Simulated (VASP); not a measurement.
Al3GaAs4: relaxation of cell and atoms with PBE

Crystal: Al3GaAs4.

```
Al Ga As
1.0
     5.43887    0.00000    0.00000
     0.00000    5.43887    0.00000
     0.00000    0.00000    5.43887
Al Ga As
3 1 4
Direct
  0.00000 0.50000 0.50000
  0.50000 0.00000 0.50000
  0.50000 0.50000 0.00000
  0.00000 0.00000 0.00000
  0.25000 0.25000 0.75000
  0.25000 0.75000 0.25000
  0.75000 0.25000 0.25000
  0.75000 0.75000 0.75000
```

```yaml
Program: VASP 6.6.1
Task: relaxation of cell and atoms
Functional: PBE
Potentials_or_basis: VASP PAW PBE potentials, release 64 (Al, Ga_d, As)
Cutoff: 600 eV
k_mesh: 4 × 4 × 4
Occupations: gaussian, width 0.1 eV
Spin: no spin polarisation
Dipole_correction: no
Further_INCAR_settings: ALGO = Normal; EDIFF = 1e-07; IBRION = 2; EDIFFG = -0.04; NSW = 90; ISIF = 3
```

```
Relaxed volume                        : 23.53 Å³/atom
Relaxed cell                          : a = 5.731 Å, b = 5.731 Å, c = 5.731 Å, α = 90.00°, β = 90.00°, γ = 90.00°
Space group after relaxing (to 0.1 Å) : P-43m (No. 215)
Energy gained by relaxing             : 141.4 meV/atom
Ionic steps                           : 5
Pressure after relaxing               : 0.2 GPa
Band gap on the k mesh                : 1.03 eV (least direct gap 1.17 eV)
```

The path:
| step | energy change (eV) | largest force (eV/Å) | pressure (GPa) | volume (Å³) |
| --- | --- | --- | --- | --- |
| 1 | 0.0000 | 0.1067 | 14.94 | 160.89 |
| 2 | -0.7760 | 0.0659 | -5.25 | 208.62 |
| 3 | -1.1310 | 0.0640 | -0.01 | 188.86 |
| 4 | -1.1307 | 0.0642 | 0.20 | 188.27 |
| 5 | -1.1312 | 0.0325 | 0.20 | 188.27 |

Final structure:
```yaml
crystal:
  lattice:
    - [5.73143, 0.00000, 0.00000]
    - [0.00000, 5.73143, 0.00000]
    - [0.00000, 0.00000, 5.73143]
  atoms:
    - { symbol: Al, position: [0.00000, 0.50000, 0.50000] }
    - { symbol: Al, position: [0.50000, 0.00000, 0.50000] }
    - { symbol: Al, position: [0.50000, 0.50000, 0.00000] }
    - { symbol: Ga, position: [0.00000, 0.00000, 0.00000] }
    - { symbol: As, position: [0.25062, 0.25062, 0.74938] }
    - { symbol: As, position: [0.25062, 0.74938, 0.25062] }
    - { symbol: As, position: [0.74938, 0.25062, 0.25062] }
    - { symbol: As, position: [0.74938, 0.74938, 0.74938] }
```

Levels at points of the mesh, in eV from the valence-band top:
```csv
k point,band 19,band 20,band 21,band 22,band 23,band 24
"(0.00, 0.00, 0.00)",0.00,0.00,0.00,1.17,1.53,1.53
"(0.50, 0.00, 0.00)",-1.40,-1.31,-1.31,2.31,2.53,3.45
"(0.50, 0.50, 0.00)",-0.91,-0.91,-0.90,2.81,3.24,3.24
"(0.50, 0.50, 0.50)",-0.80,-0.80,-0.80,1.03,1.98,1.98
```

It took 7 min on 1 thread of Intel Xeon 8259CL (shared host), peak memory 0.36 GiB.

Caveat: the volume moved by over 15 % at a fixed basis, so the end points are rough. A k mesh can miss the band edges.
